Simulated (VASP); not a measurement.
# C (Imma) in VASP: a series of runs, part 2 of 2

VASP 6.6.1. Earlier steps stand in the parts before.

## 3. Single point, PBE (xy shear strain of +1.5 %)

Contents of INCAR:

```
  ALGO = Normal
  EDIFF = 1E-6
  ENCUT = 520
  GGA = PE
  ISIF = 2
  ISMEAR = -1
  LASPH = True
  LCHARG = False
  LREAL = False
  LWAVE = False
  NBANDS = 11
  NELM = 100
  PREC = Accurate
  SIGMA = 0.03
```

Contents of KPOINTS:

```
k-points
0
Gamma
  16 16 16
```

Contents of POSCAR:

```
C
1.0
    0.0133755000      1.7834000000      1.7834000000
    1.7834000000      0.0133755000      1.7834000000
    1.7967755000      1.7967755000      0.0000000000
C
2
Direct
    0.5000000000      0.5000000000      0.5000000000
    0.7500000000      0.7500000000      0.7500000000
```

Potentials or basis: VASP PAW PBE potentials, release 64 (C).

Command:

```
$ cat potpaw_PBE.64/C/POTCAR > POTCAR
$ mpirun -np 1 vasp_std > vasp.out
```

OUTCAR:

```text
EDIFF = 1E-6
   ENCUT = 520
   GGA = PE
   ISIF = 2
   ISMEAR = -1
   LASPH = True
   LREAL = False
   NELM = 100
   PREC = Accurate

 ion  position               nearest neighbor table
   1  0.500  0.500  0.500-   2 1.54   2 1.54   2 1.55   2 1.55
   2  0.750  0.750  0.750-   1 1.54   1 1.54   1 1.55   1 1.55

  LATTYP: Found a body centered orthorhombic cell.
 ALAT       =     2.5031926536
 B/A-ratio  =     1.0151133501
 C/A-ratio  =     1.4249003147

  Lattice vectors:

 A1 = (   1.7834000000,   0.0133755000,  -1.7834000000)
 A2 = (  -1.7834000000,  -0.0133755000,  -1.7834000000)
 A3 = (   0.0133755000,   1.7834000000,   1.7834000000)

Analysis of symmetry for initial positions (statically):
=====================================================================
 Subroutine PRICEL returns:
 Original cell was already a primitive cell.

 Routine SETGRP: Setting up the symmetry group for a
 body centered orthorhombic supercell.

 Subroutine GETGRP returns: Found  8 space group operations
 (whereof  4 operations were pure point group operations)
 out of a pool of  8 trial point group operations.
[... 173 lines left out ...]
      1     -11.7481      2.00000
      2       9.7258      2.00000
      3       9.7290      2.00000
      4       9.7333      2.00000
      5      15.0933      0.00000
      6      15.3071      0.00000
      7      15.5488      0.00000
      8      23.0785      0.00000
      9      29.0279      0.00000
     10      36.2648      0.00000
     11      36.2712      0.00000
[... 309 lines left out ...]
 k-point    24 :      -0.0625    0.0625    0.0000
  band No.  band energies     occupation
      1     -11.4549      2.00000
      2       8.3096      2.00000
      3       8.6993      2.00000
      4       9.5504      2.00000
      5      15.3915      0.00000
      6      16.2880      0.00000
      7      16.3812      0.00000
      8      23.3089      0.00000
      9      29.5182      0.00000
     10      32.7433      0.00000
     11      34.2476      0.00000

 [... further k-points ...]

------------------------ aborting loop because EDIFF is reached ----------------------------------------

  FORCE on cell =-STRESS in cart. coord.  units (eV):
  Direction    XX          YY          ZZ          XY          YZ          ZX
  --------------------------------------------------------------------------------------
  -------------------------------------------------------------------------------------
  Total        0.1841468      0.1841468      0.1748009     -0.6054821      0.0000000      0.0000000
  in kB       26.0089564     26.0089564     24.6889345    -85.5184861      0.0000000      0.0000000
  external PRESSURE =      25.5689491 kB  Pullay stress =       0.0000000 kB

 VOLUME and BASIS-vectors are now :
 -----------------------------------------------------------------------------
  energy-cutoff  :      520.00
  volume of cell :       11.34
      direct lattice vectors                 reciprocal lattice vectors
     0.013375500  1.783400000  1.783400000    -0.282481966  0.282481966  0.280363351
     1.783400000  0.013375500  1.783400000     0.282481966 -0.282481966  0.280363351
     1.796775500  1.796775500  0.000000000     0.278276279  0.278276279 -0.280363351

 POSITION                                       TOTAL-FORCE (eV/Angst)
 -----------------------------------------------------------------------------------
      1.79678      1.79678      1.78340        -0.000000     -0.000000      0.048100
      2.69516      2.69516      2.67510         0.000000      0.000000     -0.048100
 -----------------------------------------------------------------------------------
    total drift:                                0.000000     -0.000000      0.000000

  FREE ENERGIE OF THE ION-ELECTRON SYSTEM (eV)
  ---------------------------------------------------
  free  energy   TOTEN  =       -18.1807145633 eV

  energy  without entropy=      -18.1807145633  energy(sigma->0) =      -18.18071456
```

OSZICAR:

```text
N       E                     dE             d eps       ncg     rms          rms(c)
DAV:   1     0.139133947708E+01    0.13913E+01   -0.47601E+03 14389   0.697E+02
DAV:   2    -0.184463115555E+02   -0.19838E+02   -0.19217E+02 17902   0.129E+02
DAV:   3    -0.188196865507E+02   -0.37337E+00   -0.37241E+00 15995   0.134E+01
DAV:   4    -0.188203037316E+02   -0.61718E-03   -0.61717E-03 14663   0.675E-01
DAV:   5    -0.188203044340E+02   -0.70232E-06   -0.70230E-06 15665   0.215E-02    0.556E+00
DAV:   6    -0.183403338669E+02    0.47997E+00   -0.25074E-01 13953   0.353E+00    0.332E+00
DAV:   7    -0.181788372409E+02    0.16150E+00   -0.30726E-01 14766   0.395E+00    0.759E-01
DAV:   8    -0.181806525688E+02   -0.18153E-02   -0.86392E-03 14307   0.695E-01    0.435E-02
DAV:   9    -0.181806934582E+02   -0.40889E-04   -0.61484E-05 16599   0.632E-02    0.246E-02
DAV:  10    -0.181807144934E+02   -0.21035E-04   -0.15531E-05 14718   0.347E-02    0.538E-03
DAV:  11    -0.181807145633E+02   -0.69904E-07   -0.31259E-07 13406   0.511E-03
   1 F= -.18180715E+02 E0= -.18180715E+02  d E =-.107249E-11
```

It took 42 s on 1 thread of Intel Xeon Platinum 8488C (Sapphire Rapids), shared host; peak memory 0.17 GiB.

Results:

```
Free energy            : -18.1807 eV
Pressure               : 2.6 GPa
Largest force          : 0.048 eV/Å
Band gap on the k mesh : 4.10 eV (least direct gap 5.36 eV)
```

Forces on the atoms (eV/Å):
```
C    0.000  0.000  0.048
C    0.000  0.000 -0.048
```

Levels at points of the mesh, in eV from the valence-band top:
```tsv
k point	band 1	band 2	band 3	band 4	band 5	band 6	band 7	band 8	band 9
(0.00, 0.00, 0.00)	-21.48	-0.01	0.00	0.00	5.36	5.57	5.82	13.35	19.29
(0.50, 0.00, 0.00)	-15.60	-13.38	-2.89	-2.85	8.29	8.43	8.77	15.68	21.88
(0.50, 0.50, 0.00)	-12.85	-12.68	-6.45	-6.15	4.46	5.05	16.80	16.82	23.08
(0.00, 0.00, 0.50)	-15.81	-13.37	-2.75	-2.72	8.34	8.62	9.06	15.70	21.87
(0.50, 0.00, 0.50)	-12.77	-12.77	-6.30	-6.30	4.76	4.76	16.79	16.79	23.25
```

Caveat: the cell differs from its parent crystal (xy shear strain of +1.5 %). A k mesh can miss the band edges.
